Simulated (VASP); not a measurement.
## ZnSe (Stilleite): relaxation of cell and atoms with PBE+D3(BJ)

Crystal: ZnSe (Stilleite).

```
CELL_PARAMETERS angstrom
0.00000 2.83380 2.83380
2.83380 0.00000 2.83380
2.83380 2.83380 0.00000
ATOMIC_POSITIONS crystal
Zn 0.00000 0.00000 0.00000
Se 0.25000 0.25000 0.25000
```

* Program: VASP 6.6.1
* Task: relaxation of cell and atoms
* Functional: PBE
* Dispersion: D3(BJ)
* Potentials or basis: VASP PAW PBE potentials, release 64 (Zn, Se)
* Cutoff: 600 eV
* k mesh: 6 × 6 × 6
* Occupations: gaussian, width 0.01 eV
* Spin: no spin polarisation
* Dipole correction: no
* Further INCAR settings: ALGO = Normal; EDIFF = 1e-06; IBRION = 2; EDIFFG = -0.01; NSW = 80; ISIF = 3

```
Relaxed volume                         : 22.68 Å³/atom
Relaxed cell                           : a = 4.003 Å, b = 4.003 Å, c = 4.003 Å, α = 60.00°, β = 60.00°, γ = 60.00°
Space group after relaxing (to 0.05 Å) : F-43m (No. 216)
Energy gained by relaxing              : 0.0 meV/atom
Ionic steps                            : 2
Pressure after relaxing                : 0.0 GPa
Band gap on the k mesh                 : 1.30 eV, direct
Dispersion energy per atom             : -0.323 eV
```

Final structure:
```
Zn Se
1.0
     0.00000    2.83064    2.83064
     2.83064    0.00000    2.83064
     2.83064    2.83064    0.00000
Zn Se
1 1
Direct
  0.00000 0.00000 0.00000
  0.25000 0.25000 0.25000
```

Levels at points of the mesh, in eV from the valence-band top:
```
           k point  band 7  band 8  band 9  band 10  band 11  band 12
(0.00, 0.00, 0.00)    0.00    0.00    0.00     1.30     5.80     5.80
(0.50, 0.00, 0.00)   -5.25   -0.87   -0.87     2.55     6.38     6.38
(0.50, 0.50, 0.00)   -4.77   -2.20   -2.20     2.97     3.46    10.76
```

Run time: 18 s on 1 thread of Intel(R) Xeon(R) Platinum 8259CL CPU @ 2.50GHz (Skylake/Cascade Lake), on a shared host, peak memory 0.2 GiB.

Expect the measured gap to be larger: semilocal functionals such as PBE lack the derivative discontinuity.
